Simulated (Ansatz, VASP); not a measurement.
**O: VASP beside Ansatz**

```
CELL_PARAMETERS angstrom
9.00000 0.00000 0.00000
0.00000 9.50000 0.00000
0.00000 0.00000 10.00000
ATOMIC_POSITIONS crystal
O 0.50000 0.50000 0.43850
O 0.50000 0.50000 0.56150
```

Alike in both runs: task relaxation of the atoms; functional r2SCAN; k mesh 1 × 1 × 1; collinear spin.

```csv
,VASP,Ansatz
version,VASP 6.6.1,Ansatz 0.2.0
potentials or method,"VASP PAW PBE potentials, release 64 (O), cutoff 520 eV","plane waves, PAW"
occupations,"methfessel-paxton of order 1, width 0.02 eV","cold, width 0.02 eV"
valence electrons in the cell,12,12
```

```tsv
	VASP	Ansatz	Ansatz less VASP
net moment per atom (μB)	1.00	1.00	0.000
size of the moment on the site where the two differ most (μB)	0.83	0.57	-0.260
```

VASP's potentials were made for PBE, not for r2SCAN. Site moments also hang on the region over which each program counts them. Ansatz's warnings: end state compared, stress scf threshold loose.

Noted on VASP's run: the standard files for N, O and F lose accuracy on very short bonds.
